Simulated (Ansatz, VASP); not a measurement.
## CdTe: VASP beside Ansatz

The input INCAR:

```
SYSTEM = CdTe
PREC = Accurate
ENCUT = 600
EDIFF = 1E-7
ISMEAR = 0
SIGMA = 0.1
LREAL = .FALSE.
LASPH = .TRUE.
NELM = 100
ALGO = Normal
ISIF = 3
LWAVE = .FALSE.
LCHARG = .FALSE.
GGA = PE
IBRION = 2
NSW = 100
EDIFFG = -0.01
```

File KPOINTS:

```
Automatic mesh
0
G
  18 18 10
  0 0 0
```

File POSCAR:

```
CdTe
1.0
    3.1936146643      0.0000000000      0.0000000000
   -1.5968073321      2.7657514291      0.0000000000
    0.0000000000      0.0000000000      6.4427973281
Cd Te
1 1
Direct
    0.0000000000      0.0000000000      0.5000000000
    0.0000000000      0.0000000000      0.0000000000
```

Input for Ansatz:

```yaml
crystal:
  lattice:
    - [3.1936146643, 0.0, 0.0]
    - [-1.5968073321, 2.7657514291, 0.0]
    - [0.0, 0.0, 6.4427973281]
  atoms:
    - { symbol: Cd, position: [0.0, 0.0, 0.5] }
    - { symbol: Te, position: [0.0, 0.0, 0.0] }
basis:
  ecutwfc: 420
kpoints:
  mp_grid: { grid: [18, 18, 10] }
hamiltonian:
  xc: pbe
scf:
  occupations: { method: gaussian, width: 0.1 }
output:
  forces: true
  stress: true
  eigenvalues: true
  write_density: true
  write_potential: true
  elf: true
  volumetric_format: npy
relax:
  adjacent_minimum: "off"
  f_tol: 0.01
  max_steps: 80
  cell: { stress_tol: 0.05 }
```

Alike in both runs: task relaxation of cell and atoms; functional PBE; k mesh 18 × 18 × 10; occupations gaussian, width 0.1 eV; no spin polarisation.

```csv
,VASP,Ansatz
version,VASP 6.6.1,Ansatz 0.2.0
potentials or method,"VASP PAW PBE potentials, release 64 (Cd, Te), cutoff 600 eV","scalar-relativistic, plane waves, PAW"
valence electrons in the cell,18,36
```

|  | VASP | Ansatz | Ansatz less VASP |
| --- | --- | --- | --- |
| gap on the k mesh at the Fermi level, each at its own relaxed structure (eV) | none | none | - |
| relaxed volume (Å³/atom) | 28.45 | 28.45 | 0.000 |
| relaxed cell length with the largest relative difference (Å) | 3.194 | 3.194 | 0.0000 |

A gap of «none» marks a metal or a gap that the smearing closes. VASP's potentials hold 18 valence electrons a cell and Ansatz's 36, so a difference there can come from the potentials and not from the codes.

Neither program's run includes spin-orbit coupling. Noted on VASP's run: the relaxation stopped at its first step, so nothing moved.
